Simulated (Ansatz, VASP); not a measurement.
# TiC in VASP and in Ansatz

```
CELL_PARAMETERS angstrom
0.00000 2.16400 2.16400
2.16400 0.00000 2.16400
2.16400 2.16400 0.00000
ATOMIC_POSITIONS crystal
Ti 0.95379 0.95379 0.98086
C 0.50000 0.50000 0.50000
```

Alike in both runs: task single point; functional PBE; k mesh 18 × 18 × 18; occupations gaussian, width 0.15 eV; no spin polarisation.

```csv
,VASP,Ansatz
version,VASP 6.6.1,Ansatz 0.2.0
potentials or method,"VASP PAW PBE potentials, release 64 (Ti_sv, C), cutoff 520 eV","scalar-relativistic, plane waves, PAW"
valence electrons in the cell,16,16
```

Ansatz gave:

| Item | Value |
| --- | --- |
| gap on the k mesh at the Fermi level (eV) | 0.20 |
| least direct gap on the mesh (eV) | 0.57 |
| pressure (GPa) | 10.0 |
| traceless stress, the component that is largest in VASP (GPa) | 4.45 |
| rms of the force components (eV/Å) | 1.342 |

Question: Which values does VASP return?

Answer: gap on the k mesh at the Fermi level (eV): 0.20; least direct gap on the mesh (eV): 0.56; pressure (GPa): 10.2; traceless stress, the component that is largest in VASP (GPa): 4.50; rms of the force components (eV/Å): 1.349.

Atom by atom the forces differ by 0.007 eV/Å (rms over components). With one functional, cell and mesh, what is left measures potentials, basis and numerics.
